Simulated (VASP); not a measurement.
Set up this calculation in VASP 6.6.1, as the native input.

- Task: single point
- Functional: r2SCAN
- Potentials or basis: VASP PAW PBE potentials, release 64 (Pt)
- Cutoff: 520 eV
- k mesh: 18 × 18 × 18
- Occupations: gaussian, width 0.1 eV
- Spin: no spin polarisation
- Dipole correction: no
- Further INCAR settings: ALGO = Normal; EDIFF = 1e-06; NBANDS = 11

Crystal: Pt.

```
Pt
1.0
     0.00000    1.98960    1.98960
     1.98960    0.00000    1.98960
     1.98960    1.98960    0.00000
Pt
1
Cartesian
  0.0000 0.0000 0.0000
```

This cell differs from its parent crystal: volume scaled by 1.03.

These files were run (other wordings do the same):

POSCAR

```
Pt
1.0
    0.0000000000      1.9896018373      1.9896018373
    1.9896018373      0.0000000000      1.9896018373
    1.9896018373      1.9896018373      0.0000000000
Pt
1
Direct
    0.0000000000      0.0000000000      0.0000000000
```

INCAR.step1

```
SYSTEM = Pt
PREC = Accurate
ENCUT = 520
ISMEAR = 0
SIGMA = 0.1
LREAL = .FALSE.
LASPH = .TRUE.
NELM = 100
NBANDS = 11
GGA = PE
ALGO = Normal
EDIFF = 1E-4
LWAVE = .TRUE.
LCHARG = .FALSE.
```

INCAR.step2

```
SYSTEM = Pt
PREC = Accurate
ENCUT = 520
EDIFF = 1E-6
ISMEAR = 0
SIGMA = 0.1
LREAL = .FALSE.
LASPH = .TRUE.
NELM = 100
ALGO = Normal
ISIF = 2
LWAVE = .FALSE.
LCHARG = .FALSE.
METAGGA = R2SCAN
LMIXTAU = .TRUE.
NBANDS = 11
ISTART = 1
```

KPOINTS

```
Automatic mesh
0
G
  18 18 18
  0 0 0
```

Potentials or basis: VASP PAW PBE potentials, release 64 (Pt).

Run with:

```sh
$ cat potpaw_PBE.64/Pt/POTCAR > POTCAR
$ cp INCAR.step1 INCAR
$ mpirun -np 1 vasp_std > vasp.out
$ cp INCAR.step2 INCAR
$ mpirun -np 1 vasp_std > vasp.out
```

Results of the run:

```json
{
 "Pressure": "-6.8 GPa",
 "Band gap on the k mesh": "zero (band 5 reaches 10.68 eV, above the bottom of band 6 at 8.47 eV)"
}
```

Caveat: the PAW data sets were made with another functional, which shifts forces and pressure a little; spin-orbit coupling is left out, which moves the levels of the heavy elements.

Wall time 48 s on 1 thread of Intel(R) Xeon(R) 6975P-C (Granite Rapids) (shared host), peak memory 0.17 GiB.
